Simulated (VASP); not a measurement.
The system is NaTlS2.

```xyz
8
Lattice="4.2532 0.0000 0.0000 0.0000 4.2532 0.0000 0.0000 0.0000 13.0776" Properties=species:S:1:pos:R:3 pbc="T T T"
Na    2.1266    0.0000   11.5146
Na    0.0000    2.1266    1.5630
S     2.1266    2.1266    0.0000
S     0.0000    0.0000    3.5055
S     2.1266    2.1266    6.5388
S     0.0000    0.0000    9.5720
Tl    2.1266    0.0000    4.8638
Tl    0.0000    2.1266    8.2138
```

Base run:

- Program: VASP 6.6.1
- Functional: r2SCAN
- Potentials or basis: VASP PAW PBE potentials, release 64 (Na_pv, S, Tl_d)
- Cutoff: 520 eV
- k mesh: 6 × 6 × 2
- Occupations: fermi-dirac, width 0.02 eV
- Spin: no spin polarisation

Its results: band gap on the k mesh zero (bands 32 and 33 overlap by 0.11 eV); pressure -0.1 GPa; largest force 0.027 eV/Å.

Question: The run is repeated on the same cell with these changes: functional from r2SCAN to PBE. What comes out?

Answer: Band gap on the k mesh zero (bands 32 and 33 overlap by 0.10 eV); pressure 1.1 GPa; largest force 0.168 eV/Å.

Caveats: spin-orbit coupling is left out, which moves the levels of the heavy elements; the PAW data sets were made with another functional, which shifts forces and pressure a little (at least some runs).
